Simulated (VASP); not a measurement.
Cd:

```xyz
2
Lattice="2.9789 0.0000 0.0000 -1.4894 2.5798 0.0000 0.0000 0.0000 5.6177" Properties=species:S:1:pos:R:3 pbc="T T T"
Cd    0.0000    1.7199    1.4044
Cd    1.4894    0.8599    4.2132
```

- Program: VASP 6.6.1
- Task: relaxation of cell and atoms
- Functional: PBEsol
- Potentials or basis: VASP PAW PBE potentials, release 64 (Cd)
- Cutoff: 600 eV
- k mesh: 10 × 10 × 5
- Occupations: fermi-dirac, width 0.02 eV
- Spin: no spin polarisation

At the start: pressure -1.4 GPa; volume 21.59 Å³/atom.

**Question.** Where does the relaxation end?

**Answer.** Over 4 steps the energy falls by 3.0 meV/atom and the volume is 21.02 Å³/atom (-2.6 %); space group P6_3/mmc (No. 194, to 0.05 Å).

The path:
```tsv
step	energy change (eV)	largest force (eV/Å)	pressure (GPa)	volume (Å³)
1	0.0000	0.0000	-1.35	43.17
2	-0.0054	0.0000	0.14	42.04
3	-0.0054	0.0000	0.13	42.04
4	-0.0059	0.0000	0.14	42.04
```

Final structure:
```yaml
crystal:
  lattice:
    - [2.96443, 0.00000, 0.00000]
    - [-1.48222, 2.56727, 0.00000]
    - [0.00000, 0.00000, 5.52442]
  atoms:
    - { symbol: Cd, position: [0.33333, 0.66667, 0.25000] }
    - { symbol: Cd, position: [0.66667, 0.33333, 0.75000] }
```

Caveat: the PAW data sets were made with another functional, which shifts forces and pressure a little.
